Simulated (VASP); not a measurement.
Wanted: the native input for a VASP 6.6.1 run.

* Task: single point
* Functional: PBE
* Potentials or basis: VASP PAW PBE potentials, release 64 (Mn_pv)
* Cutoff: 520 eV
* k mesh: 20 × 20 × 20
* Occupations: gaussian, width 0.05 eV
* Spin: collinear spin, ferromagnetic start
* Starting moments: [1.16] μB
* Dipole correction: no
* Further INCAR settings: ALGO = Normal; EDIFF = 1e-06; NBANDS = 16

The structure of Mn lies in POSCAR:

```
Mn
1.0
   -1.4001609450      1.4001609450      1.4001609450
    1.4001609450     -1.4001609450      1.4001609450
    1.4001609450      1.4001609450     -1.4001609450
Mn
1
Direct
    0.0000000000      0.0000000000      0.0000000000
```

This isn't the form of Mn at room conditions, which is a 58-atom cubic cell.

The input as run:

INCAR

```
SYSTEM = Mn
ALGO = Normal
EDIFF = 1E-6
ENCUT = 520
GGA = PE
ISIF = 2
ISMEAR = 0
ISPIN = 2
LASPH = .True.
LCHARG = .True.
LELF = .True.
LMAXMIX = 4
LORBIT = 11
LREAL = .False.
LVHAR = .True.
LWAVE = .False.
MAGMOM = 1.16
NBANDS = 16
NELM = 150
PREC = Accurate
SIGMA = 0.05
```

KPOINTS

```
k-points
0
Gamma
  20 20 20
  0 0 0
```

Potentials or basis: VASP PAW PBE potentials, release 64 (Mn_pv).

Launch:

```bash
$ cat potpaw_PBE.64/Mn_pv/POTCAR > POTCAR
$ mpirun -np 1 vasp_std > vasp.out
```

It gave:

The pressure is -1.0 GPa and the net moment is 0.88 μB per cell. The site moments are Mn +0.88 μB and the valence electrons inside the program's atomic spheres are Mn 11.94.

It took 41 s on 1 thread of AMD EPYC 9R45 96-Core Processor (Zen 5), on a shared host, peak memory 0.15 GiB.
